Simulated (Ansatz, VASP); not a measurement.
## One calculation of HgTe, two programs

Contents of POSCAR:

```
HgTe
1.0
    0.0000000000      3.3300000000      3.3300000000
    3.3300000000      0.0000000000      3.3300000000
    3.3300000000      3.3300000000      0.0000000000
Hg Te
1 1
Direct
    0.0052013538      0.0052013538      0.0052013538
    0.2500000000      0.2500000000      0.2500000000
```

INCAR.step1

```
  PREC = Accurate
  ENCUT = 520
  EDIFF = 1E-5
  ISMEAR = -1
  SIGMA = 0.1
  LREAL = False
  LASPH = True
  NELM = 60
  ALGO = Normal
  ISIF = 2
  LWAVE = True
  NBANDS = 16
  GGA = PE
```

INCAR.step2

```
  PREC = Accurate
  ENCUT = 520
  EDIFF = 1E-6
  ISMEAR = -1
  SIGMA = 0.1
  LREAL = False
  LASPH = True
  NELM = 60
  ALGO = Normal
  ISIF = 2
  LWAVE = False
  LCHARG = True
  GGA = PE
  LHFCALC = True
  HFSCREEN = 0.2079
  PRECFOCK = Normal
  LELF = True
  LVHAR = True
  NBANDS = 16
  ISTART = 1
```

The input KPOINTS:

```
Automatic mesh
0
Gamma
  4 4 4
```

Input for Ansatz:

```yaml
crystal:
  lattice:
    - [0.0, 3.33, 3.33]
    - [3.33, 0.0, 3.33]
    - [3.33, 3.33, 0.0]
  atoms:
    - { symbol: Hg, position: [0.0052013538, 0.0052013538, 0.0052013538] }
    - { symbol: Te, position: [0.25, 0.25, 0.25] }
kpoints:
  mp_grid: { grid: [4, 4, 4] }
hamiltonian:
  xc: hse06
  pseudopotentials:
    kind: all_electron
    relativity: scalar
    datasets: crystal
    dataset_attempts: all
    dirac_shells: { Hg: ["4p", "4d"], Te: ["4p", "3d"] }
    nuclear_model: point
scf:
  occupations: { method: fermi_dirac, width: 0.1 }
  convergence: { dr2_threshold: "1e-9 eV" }
  max_iter: 400
  exx: { singularity: regularized }
  lower_state_search: "off"
output:
  forces: true
  stress: true
```

Alike in both runs: task single point; functional HSE06; k mesh 4 × 4 × 4; occupations fermi-dirac, width 0.1 eV; no spin polarisation.

|  | VASP | Ansatz |
| --- | --- | --- |
| version | VASP 6.6.1 | Ansatz 0.2.0 development build |
| potentials or method | VASP PAW PBE potentials, release 64 (Hg, Te), cutoff 520 eV | plane waves, all-electron PAW datasets generated for the crystal |

```csv
,VASP,Ansatz,Ansatz less VASP
rms of the force components (eV/Å),0.098,0.097,-0.0015
```

Atom by atom the forces differ by 0.002 eV/Å (rms over components). Ansatz ran all-electron here, and VASP with PAW potentials. Ansatz's warnings: filled band counts differ across k points.

The k mesh is coarse, so the values compare programs but aren't converged. Spin-orbit coupling is off throughout.
